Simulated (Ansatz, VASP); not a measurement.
**Two plane-wave programs on Si4HCl**

```
Si Cl H
1.0
     7.66719    0.00000    0.00000
     0.00000    5.42152    0.00000
     0.00000    0.00000   28.37297
Si Cl H
16 4 4
Direct
  0.25000 0.00000 0.34166
  0.75000 0.00000 0.34166
  0.50000 0.25000 0.34166
  0.00000 0.25000 0.34166
  0.50000 0.50000 0.40921
  0.00000 0.50000 0.40921
  0.75000 0.75000 0.40921
  0.25000 0.75000 0.40921
  0.75019 0.00128 0.47608
  0.25017 0.00164 0.47605
  0.00011 0.24842 0.47598
  0.50024 0.24841 0.47604
  0.00034 0.50085 0.54310
  0.50025 0.50169 0.54311
  0.25006 0.74875 0.54315
  0.75049 0.74886 0.54328
  0.24999 0.85685 0.27470
  0.75003 0.85683 0.27470
  0.50002 0.39272 0.27466
  0.00000 0.39257 0.27464
  0.00112 0.33643 0.58573
  0.49978 0.33819 0.58595
  0.24986 0.91145 0.58608
  0.75063 0.91237 0.58608
```

Alike in both runs: task single point; functional PBE; dispersion D3(BJ); k mesh 2 × 3 × 1; occupations gaussian, width 0.05 eV; no spin polarisation.

|  | VASP | Ansatz |
| --- | --- | --- |
| version | VASP 6.6.1 | Ansatz 0.2.0 |
| potentials or method | VASP PAW PBE potentials, release 64 (Si, Cl, H), cutoff 520 eV | scalar-relativistic, plane waves, PAW |
| valence electrons in the cell | 96 | 96 |

|  | VASP | Ansatz | Ansatz less VASP |
| --- | --- | --- | --- |
| gap on the k mesh at the Fermi level (eV) | 0.99 | 0.99 | -0.001 |
| least direct gap on the mesh (eV) | 0.99 | 0.99 | -0.001 |
| rms of the force components (eV/Å) | 0.157 | 0.162 | +0.0049 |

Atom by atom the forces differ by 0.016 eV/Å (rms over components).
